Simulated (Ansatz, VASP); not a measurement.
## In4BiP3 in VASP and in Ansatz

```
P In Bi
1.0
     6.11677    0.00000    0.00000
     0.00000    6.11677    0.00000
     0.00000    0.00000    6.11677
P In Bi
3 4 1
Direct
  0.50000 0.00000 0.00000
  0.00000 0.50000 0.00000
  0.00000 0.00000 0.50000
  0.23527 0.76473 0.76473
  0.76473 0.23527 0.76473
  0.76473 0.76473 0.23527
  0.23527 0.23527 0.23527
  0.50000 0.50000 0.50000
```

Alike in both runs: task single point; functional r2SCAN; k mesh 4 × 4 × 4; occupations fermi-dirac, width 0.02 eV; no spin polarisation.

|  | VASP | Ansatz |
| --- | --- | --- |
| version | VASP 6.6.1 | Ansatz 0.2.0 |
| potentials or method | VASP PAW PBE potentials, release 64 (P, In_d, Bi_d) | plane waves, PAW |
| plane-wave cutoff (eV) | 520 | 500 |
| valence electrons in the cell | 82 | 82 |

Ansatz gave:

| Item | Value |
| --- | --- |
| pressure (GPa) | 0.0 |

What did VASP give for the same quantities?

Pressure (GPa): -0.1.

VASP's potentials were made for PBE, not for r2SCAN.

Neither program's run includes spin-orbit coupling.
